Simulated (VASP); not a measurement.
Here is a VASP 6.6.1 calculation.

File POSCAR:

```
C
1.0
    4.2551700000      0.0000000000      0.0000000000
    0.0000000000      4.2551700000      0.0000000000
    0.0000000000      0.0000000000      1.2822900000
C
1
Direct
    0.5000000000      0.5000000000      0.5000000000
```

INCAR.step1

```
SYSTEM = C
ALGO = Normal
EDIFF = 1E-5
ENCUT = 600
GGA = PE
ISMEAR = -1
LASPH = .True.
LCHARG = .False.
LREAL = .False.
LWAVE = .True.
NBANDS = 8
NELM = 80
PREC = Accurate
SIGMA = 0.05
```

The input INCAR.step2:

```
SYSTEM = C
AEXX = 0.25
ALGO = Normal
EDIFF = 1E-6
EDIFFG = -0.01
ENCUT = 600
GGA = PS
HFSCREEN = 0.207
IBRION = 2
ISIF = 3
ISMEAR = -1
ISTART = 1
LASPH = .True.
LCHARG = .False.
LHFCALC = .True.
LREAL = .False.
LWAVE = .False.
NELM = 80
NSW = 60
PREC = Accurate
PRECFOCK = Normal
SIGMA = 0.05
```

Contents of KPOINTS:

```
k-points
0
Gamma
  3 3 10
  0 0 0
```

Potentials or basis: VASP PAW PBE potentials, release 64 (C).

Run with:

```bash
$ cat potpaw_PBE.64/C/POTCAR > POTCAR
$ cp INCAR.step1 INCAR
$ mpirun -np 1 vasp_std > vasp.out
$ cp INCAR.step2 INCAR
$ mpirun -np 1 vasp_std > vasp.out
```

Q: Estimate the band gap on the k mesh.

A: Zero (bands 2 and 3 overlap by 17.03 eV).

Q: Predict the relaxed cell.

A: a = 3.924 Å, b = 3.924 Å, c = 1.268 Å, α = 90.00°, β = 90.00°, γ = 90.00°.

Final structure:
```yaml
crystal:
  lattice:
    - [3.92433, 0.00000, 0.00000]
    - [0.00000, 3.92433, 0.00000]
    - [0.00000, 0.00000, 1.26849]
  atoms:
    - { symbol: C, position: [0.50000, 0.50000, 0.50000] }
```

Caveat: the k points lie up to 0.53 Å⁻¹ apart in the final cell, too coarse for converged energies and pressures of a metal.
